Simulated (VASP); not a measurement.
Wanted: the native input for a VASP 6.6.1 run.

| Item | Value |
| --- | --- |
| Task | single point |
| Functional | PBEsol |
| Potentials or basis | VASP PAW PBE potentials, release 64 (Ba_sv, Te) |
| Cutoff | 500 eV |
| k mesh | 4 × 4 × 4 |
| Occupations | gaussian, width 0.01 eV |
| Spin | no spin polarisation |
| Dipole correction | no |
| Further INCAR settings | ALGO = Normal; EDIFF = 1e-06; NBANDS = 15 |

The structure of BaTe lies in POSCAR:

```
BaTe
1.0
    0.0000000000      3.9141586662      3.9141586662
    3.9141586662      0.0000000000      3.9141586662
    3.9141586662      3.9141586662      0.0000000000
Ba Te
1 1
Direct
    0.0000000000      0.0000000000      0.0000000000
    0.2500000000      0.2500000000      0.2500000000
```

The input as run:

INCAR

```
PREC = Accurate
ENCUT = 500
EDIFF = 1E-6
ISMEAR = 0
SIGMA = 0.01
LREAL = False
LASPH = True
NELM = 120
ALGO = Normal
ISIF = 2
LWAVE = False
LCHARG = False
GGA = PS
NBANDS = 15
GGA_COMPAT = False
```

KPOINTS

```
Automatic mesh
0
Gamma
  4 4 4
```

Potentials or basis: VASP PAW PBE potentials, release 64 (Ba_sv, Te).

Launch:

```sh
$ cat potpaw_PBE.64/Ba_sv/POTCAR potpaw_PBE.64/Te/POTCAR > POTCAR
$ mpirun -np 1 vasp_std > vasp.out
```

Results of the run:

```yaml
Pressure: -0.6 GPa
Band_gap_on_the_k_mesh: 2.46 eV (least direct gap 2.85 eV)
```

Caveat: the PAW data sets were made with another functional, which shifts forces and pressure a little; spin-orbit coupling is left out, which moves the levels of the heavy elements.

Wall time 25 s on 1 thread of Intel(R) Xeon(R) Platinum 8375C CPU @ 2.90GHz (Ice Lake) (shared host), peak memory 0.24 GiB.
